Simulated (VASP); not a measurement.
# Li in VASP: a series of runs, part 2 of 2

VASP 6.6.1. Earlier steps stand in the parts before.

## (4) Electric field gradients, PBE (equal xy, yz and zx shear strains of -1 %)

Contents of INCAR:

```
PREC = Accurate
ENCUT = 520
EDIFF = 1E-8
ISMEAR = -1
SIGMA = 0.08
LREAL = False
LASPH = True
NELM = 100
ALGO = Normal
ISIF = 2
LWAVE = False
LCHARG = False
GGA = PE
LEFG = True
NBANDS = 8
```

Contents of KPOINTS:

```
regular mesh
0
Gamma
  15 15 15
```

Contents of POSCAR:

```
Li
1.0
   -1.7675000000      1.7500000000      1.7500000000
    1.7500000000     -1.7675000000      1.7500000000
    1.7500000000      1.7500000000     -1.7675000000
Li
1
Direct
    0.0000000000      0.0000000000      0.0000000000
```

Potentials or basis: VASP PAW PBE potentials, release 64 (Li_sv).

Run with:

```bash
cat potpaw_PBE.64/Li_sv/POTCAR > POTCAR
mpirun -np 1 vasp_std > vasp.out
```

OUTCAR:

```text
PREC = Accurate
   ENCUT = 520
   EDIFF = 1E-8
   ISMEAR = -1
   LREAL = False
   LASPH = True
   NELM = 100
   ISIF = 2
   GGA = PE

 ion  position               nearest neighbor table
   1  0.000  0.000  0.000-

  LATTYP: Found a trigonal (rhomboedric) cell.
 ALAT       =     3.0412261096
 COS(alpha) =    -0.3377371610

  Lattice vectors:

 A1 = (  -1.7675000000,   1.7500000000,   1.7500000000)
 A2 = (   1.7500000000,  -1.7675000000,   1.7500000000)
 A3 = (   1.7500000000,   1.7500000000,  -1.7675000000)

Analysis of symmetry for initial positions (statically):
=====================================================================
 Subroutine PRICEL returns:
 Original cell was already a primitive cell.

 Routine SETGRP: Setting up the symmetry group for a
 trigonal (rhombohedral) supercell.

 Subroutine GETGRP returns: Found 12 space group operations
 (whereof 12 operations were pure point group operations)
 out of a pool of 12 trial point group operations.

The static configuration has the point symmetry D_3d.

Analysis of symmetry for dynamics (positions and initial velocities):
=====================================================================
 Subroutine PRICEL returns:
 Original cell was already a primitive cell.

 Routine SETGRP: Setting up the symmetry group for a
 trigonal (rhombohedral) supercell.

 Subroutine GETGRP returns: Found 12 space group operations
 (whereof 12 operations were pure point group operations)
 out of a pool of 12 trial point group operations.

The dynamic configuration has the point symmetry D_3d.

 Subroutine INISYM returns: Found 12 space group operations
 (whereof 12 operations are pure point group operations),
 and found     1 'primitive' translations

----------------------------------------------------------------------------------------

                                     Primitive cell

  volume of cell :      21.4359

  direct lattice vectors                    reciprocal lattice vectors
    -1.767500000  1.750000000  1.750000000     0.002871645  0.287164466  0.287164466
     1.750000000 -1.767500000  1.750000000     0.287164466  0.002871645  0.287164466
     1.750000000  1.750000000 -1.767500000     0.287164466  0.287164466  0.002871645

  length of vectors
     3.041226110  3.041226110  3.041226110     0.406122035  0.406122035  0.406122035

  position of ions in fractional coordinates (direct lattice)
     0.000000000  0.000000000  0.000000000

  ion indices of the primitive-cell ions
   primitive index   ion index
                 1           1

----------------------------------------------------------------------------------------

 KPOINTS: regular mesh

Automatic generation of k-mesh.
 Grid dimensions read from file:
 generate k-points for:   15   15   15

 Generating k-lattice:

  Cartesian coordinates                     Fractional coordinates (reciprocal lattice)
[... 66 lines left out ...]
   ISIF   =      2    stress and relaxation
   ISYM   =      2    0-nonsym 1-usesym 2-fastsym
   POTIM  = 0.5000    time-step for ionic-motion
   TEBEG  =    0.0;   TEEND  =   0.0 temperature during run
   PSTRESS=    0.0 pullay stress
   NELECT =       3.0000    total number of electrons
   NUPDOWN=      -1.0000    fix difference up-down
   EMIN   =  10.00;   EMAX   =-10.00  energy-range for DOS
   EFERMI =   0.00;   METHOD = LEGACY
   ISMEAR =    -1;   SIGMA  =   0.08  broadening in eV -4-tet -1-fermi 0-gaus
   EFERMI_NEDOS =   21; number of points for ismear=-14 and -15
   IALGO  =     38    algorithm
   IMIX   =      4    mixing-type and parameters
     AMIX     =   0.40;   BMIX     =  1.00
     AMIX_MAG =   1.60;   BMIX_MAG =  1.00
  volume/ion in A,a.u.               =      21.44       144.66
  Fermi-wavevector in a.u.,A,eV,Ry     =   0.849966  1.606202  9.829417  0.722442
  Thomas-Fermi vector in A             =   1.965869
   LORBIT       =      0    0 simple, 1 ext, 2 COOP (PROOUT), +10 PAW based schemes
   GGA     = PE    functional components
   LHFCALC =     F    Hartree Fock is set to
   AEXX    =    0.0000 exact exchange contribution
   IVDW    =     0    specifies the selected vdW correction
   LEPSILON=     F    determine dielectric tensor
   LRPA    =     F    only Hartree local field effects (RPA)
 non-spin polarized calculation
  energy-cutoff  :      520.00
  volume of cell :       21.44
 maximum number of plane-waves:       594
   NGX = 11   NGY = 11   NGZ = 11

 number of electron       2.9999991 magnetization

 Free energy of the ion-electron system (eV)
  ---------------------------------------------------
  ext. energy  EPLUGINS =         0.00000000
  ---------------------------------------------------
  free energy    TOTEN  =        -1.90644695 eV

  energy without entropy =       -1.89540196  energy(sigma->0) =       -1.90092446

 E-fermi :   0.5001     XC(G=0):  -6.9095

 val. band max:        0.4981467854   @ k =  -0.4667   0.4000   0.1333
 cond. band min:       0.5019912571   @ k =   0.4667   0.2000   0.1333
 fundamental gap:      0.0038444716
 Fermi energy:         0.5001452591

 k-point     1 :       0.0000    0.0000    0.0000
  band No.  band energies     occupation
      1     -46.1539      2.00000
      2      -3.0136      2.00000
      3      14.4138      0.00000
      4      14.4138      0.00000
      5      14.6711      0.00000
      6      19.1107      0.00000
      7      19.1295      0.00000
      8      19.1295      0.00000
[... 243 lines left out ...]
 k-point    24 :       0.2000    0.1333    0.0000
  band No.  band energies     occupation
      1     -46.1437      2.00000
      2      -1.4211      2.00000
      3       8.4702      0.00000
      4      10.0063      0.00000
      5      11.9434      0.00000
      6      16.4384      0.00000
      7      16.8471      0.00000
      8      19.6813      0.00000

 [... further k-points ...]

------------------------ aborting loop because EDIFF is reached ----------------------------------------

  FORCE on cell =-STRESS in cart. coord.  units (eV):
  Direction    XX          YY          ZZ          XY          YZ          ZX
  --------------------------------------------------------------------------------------
  -------------------------------------------------------------------------------------
  Total       -0.1026890     -0.1026890     -0.1026890      0.0140559      0.0140559      0.0140559
  in kB       -7.6752618     -7.6752618     -7.6752618      1.0505743      1.0505743      1.0505743
  external PRESSURE =      -7.6752618 kB  Pullay stress =       0.0000000 kB

 VOLUME and BASIS-vectors are now :
 -----------------------------------------------------------------------------
  energy-cutoff  :      520.00
  volume of cell :       21.44
      direct lattice vectors                 reciprocal lattice vectors
    -1.767500000  1.750000000  1.750000000     0.002871645  0.287164466  0.287164466
     1.750000000 -1.767500000  1.750000000     0.287164466  0.002871645  0.287164466
     1.750000000  1.750000000 -1.767500000     0.287164466  0.287164466  0.002871645

 POSITION                                       TOTAL-FORCE (eV/Angst)
 -----------------------------------------------------------------------------------
      0.00000      0.00000      0.00000         0.000000      0.000000      0.000000
 -----------------------------------------------------------------------------------
    total drift:                                0.000000      0.000000      0.000000

  FREE ENERGIE OF THE ION-ELECTRON SYSTEM (eV)
  ---------------------------------------------------
  free  energy   TOTEN  =        -1.9064469549 eV

  energy  without entropy=       -1.8954019597  energy(sigma->0) =       -1.90092446

 Electric field gradients (V/A^2)
---------------------------------------------------------------------
 ion       V_xx      V_yy      V_zz      V_xy      V_xz      V_yz
---------------------------------------------------------------------
   1       0.000    -0.000     0.000     0.036     0.036     0.036
---------------------------------------------------------------------

 Electric field gradients after diagonalization (V/A^2)
 (convention: |V_zz| > |V_xx| > |V_yy|)
----------------------------------------------------------------------
 ion       V_xx      V_yy      V_zz     asymmetry (V_yy - V_xx)/ V_zz
----------------------------------------------------------------------
   1      -0.036    -0.036     0.072       0.000
----------------------------------------------------------------------

           NMR quadrupolar parameters

 Cq : quadrupolar parameter    Cq=e*Q*V_zz/h
 eta: asymmetry parameters     (V_yy - V_xx)/ V_zz
 Q  : nuclear electric quadrupole moment in mb (millibarn)
----------------------------------------------------------------------
 ion       Cq(MHz)       eta       Q (mb)
----------------------------------------------------------------------
   1       0.000       0.000       1.000
----------------------------------------------------------------------
```

Run time: 62 s. Hardware: 1 thread of Intel Xeon 8259CL, shared host; peak memory 0.16 GiB.

Results:

```yaml
Free_energy: -1.9064 eV
Band_gap_on_the_k_mesh: zero (an odd number of electrons rules out a gap without spin polarisation)
Largest_electric_field_gradient_by_atom: Li +0.07 V/Å²
```

Caveat: the cell differs from its parent crystal (equal xy, yz and zx shear strains of -1 %); the cutoff is under 1.25 times the usual one of these potentials, so pressure, stress and relaxed cells hold a basis-set (Pulay) error; without QUAD_EFG the Cq values of the log hold for a quadrupole moment of 1 mb, not for the nuclei.

## (5) Electric field gradients, PBE (equal xy, yz and zx shear strains of -1 %)

Contents of INCAR:

```
SYSTEM = Li
ALGO = Normal
EDIFF = 1E-8
ENCUT = 520
GGA = PE
ISIF = 2
ISMEAR = -1
LASPH = .TRUE.
LCHARG = .FALSE.
LEFG = .TRUE.
LREAL = .FALSE.
LWAVE = .FALSE.
NBANDS = 8
NELM = 80
PREC = Accurate
SIGMA = 0.08
```

Contents of KPOINTS:

```
k-points
0
G
  15 15 15
  0 0 0
```

POSCAR is that of step 4.

Potentials or basis: VASP PAW PBE potentials, release 64 (Li_sv).

Run with:

```bash
cat potpaw_PBE.64/Li_sv/POTCAR > POTCAR
mpirun -np 1 vasp_std > vasp.out
```

OUTCAR:

```text
SYSTEM = Li
   EDIFF = 1E-8
   ENCUT = 520
   GGA = PE
   ISIF = 2
   ISMEAR = -1
   LASPH = .TRUE.
   LREAL = .FALSE.
   NELM = 80
   PREC = Accurate

 ion  position               nearest neighbor table
   1  0.000  0.000  0.000-

  LATTYP: Found a trigonal (rhomboedric) cell.
 ALAT       =     3.0412261096
 COS(alpha) =    -0.3377371610

  Lattice vectors:

 A1 = (  -1.7675000000,   1.7500000000,   1.7500000000)
 A2 = (   1.7500000000,  -1.7675000000,   1.7500000000)
 A3 = (   1.7500000000,   1.7500000000,  -1.7675000000)

Analysis of symmetry for initial positions (statically):
=====================================================================
 Subroutine PRICEL returns:
 Original cell was already a primitive cell.

 Routine SETGRP: Setting up the symmetry group for a
[... 446 lines left out ...]
  external PRESSURE =      -7.6752618 kB  Pullay stress =       0.0000000 kB

 VOLUME and BASIS-vectors are now :
 -----------------------------------------------------------------------------
  energy-cutoff  :      520.00
  volume of cell :       21.44
      direct lattice vectors                 reciprocal lattice vectors
    -1.767500000  1.750000000  1.750000000     0.002871645  0.287164466  0.287164466
     1.750000000 -1.767500000  1.750000000     0.287164466  0.002871645  0.287164466
     1.750000000  1.750000000 -1.767500000     0.287164466  0.287164466  0.002871645

 POSITION                                       TOTAL-FORCE (eV/Angst)
 -----------------------------------------------------------------------------------
      0.00000      0.00000      0.00000         0.000000      0.000000      0.000000
 -----------------------------------------------------------------------------------
    total drift:                                0.000000      0.000000      0.000000

  FREE ENERGIE OF THE ION-ELECTRON SYSTEM (eV)
  ---------------------------------------------------
  free  energy   TOTEN  =        -1.9064469549 eV

  energy  without entropy=       -1.8954019597  energy(sigma->0) =       -1.90092446

 Electric field gradients (V/A^2)
---------------------------------------------------------------------
 ion       V_xx      V_yy      V_zz      V_xy      V_xz      V_yz
---------------------------------------------------------------------
   1       0.000    -0.000     0.000     0.036     0.036     0.036
---------------------------------------------------------------------

 Electric field gradients after diagonalization (V/A^2)
 (convention: |V_zz| > |V_xx| > |V_yy|)
----------------------------------------------------------------------
 ion       V_xx      V_yy      V_zz     asymmetry (V_yy - V_xx)/ V_zz
----------------------------------------------------------------------
   1      -0.036    -0.036     0.072       0.000
----------------------------------------------------------------------

           NMR quadrupolar parameters

 Cq : quadrupolar parameter    Cq=e*Q*V_zz/h
 eta: asymmetry parameters     (V_yy - V_xx)/ V_zz
 Q  : nuclear electric quadrupole moment in mb (millibarn)
----------------------------------------------------------------------
 ion       Cq(MHz)       eta       Q (mb)
----------------------------------------------------------------------
   1       0.000       0.000       1.000
----------------------------------------------------------------------
```

OSZICAR:

```text
N       E                     dE             d eps       ncg     rms          rms(c)
DAV:   1    -0.138198625211E+00   -0.13820E+00   -0.71500E+02  5544   0.259E+02
DAV:   2    -0.188273422580E+01   -0.17445E+01   -0.16806E+01  8136   0.343E+01
DAV:   3    -0.190791973622E+01   -0.25186E-01   -0.24974E-01  6208   0.303E+00
DAV:   4    -0.190819237987E+01   -0.27264E-03   -0.27264E-03  8280   0.289E-01
DAV:   5    -0.190819306060E+01   -0.68073E-06   -0.68069E-06  6440   0.124E-02    0.248E-01
DAV:   6    -0.190702121529E+01    0.11718E-02   -0.27917E-04  8960   0.694E-02    0.140E-01
DAV:   7    -0.190644941048E+01    0.57180E-03   -0.64998E-04  8848   0.102E-01    0.269E-02
DAV:   8    -0.190644678574E+01    0.26247E-05   -0.67984E-06  6216   0.184E-02    0.145E-03
DAV:   9    -0.190644706001E+01   -0.27427E-06   -0.33476E-07  8976   0.521E-03    0.354E-04
DAV:  10    -0.190644696504E+01    0.94970E-07   -0.24159E-08  6184   0.106E-03    0.137E-04
DAV:  11    -0.190644693920E+01    0.25840E-07   -0.14899E-09  3480   0.365E-04    0.445E-05
DAV:  12    -0.190644695268E+01   -0.13483E-07   -0.23060E-10  3032   0.141E-04    0.905E-06
DAV:  13    -0.190644695494E+01   -0.22622E-08   -0.54101E-11  2984   0.674E-05
   1 F= -.19064470E+01 E0= -.19009245E+01  d E =-.110450E-01
```

stdout:

```text
POSCAR found type information on POSCAR Li
 POSCAR found :  1 types and       1 ions
 scaLAPACK will be used
 LDA part: xc-table for (Slater+PW92), standard interpolation
 POSCAR, INCAR and KPOINTS ok, starting setup
 FFT: planning ... GRIDC
 FFT: planning ... GRID_SOFT
 FFT: planning ... GRID
 WAVECAR not read
 entering main loop
ion   1
```

Wall time 59 s (1 thread of Intel Xeon 8259CL, shared host); peak memory 0.16 GiB.

Results:

```yaml
Free_energy: -1.9064 eV
Band_gap_on_the_k_mesh: zero (an odd number of electrons rules out a gap without spin polarisation)
Largest_electric_field_gradient_by_atom: Li +0.07 V/Å²
```

Caveat: the cell differs from its parent crystal (equal xy, yz and zx shear strains of -1 %); the cutoff is under 1.25 times the usual one of these potentials, so pressure, stress and relaxed cells hold a basis-set (Pulay) error; without QUAD_EFG the Cq values of the log hold for a quadrupole moment of 1 mb, not for the nuclei.

## (6) Summary

| cell | gap on the mesh (eV) |
| --- | --- |
| a = 3.051 Å, angles 110.0°, 1 atom | none |
| a = 2.991 Å, angles 110.0, 110.0, 108.4°, 1 atom | none |
| a = 3.041 Å, angles 109.7°, 1 atom | none |

Alike in all rows: task electric field gradients; level PBE; potentials or basis VASP PAW PBE potentials, release 64 (Li_sv); no spin polarisation; k mesh 15 × 15 × 15; cutoff (eV) 520; smearing fermi-dirac 0.08 eV.

Caveats: the cutoff is under 1.25 times the usual one of these potentials, so pressure, stress and relaxed cells hold a basis-set (Pulay) error.

Total energies depend on the potentials used, so only differences within one code and one set of settings carry meaning.
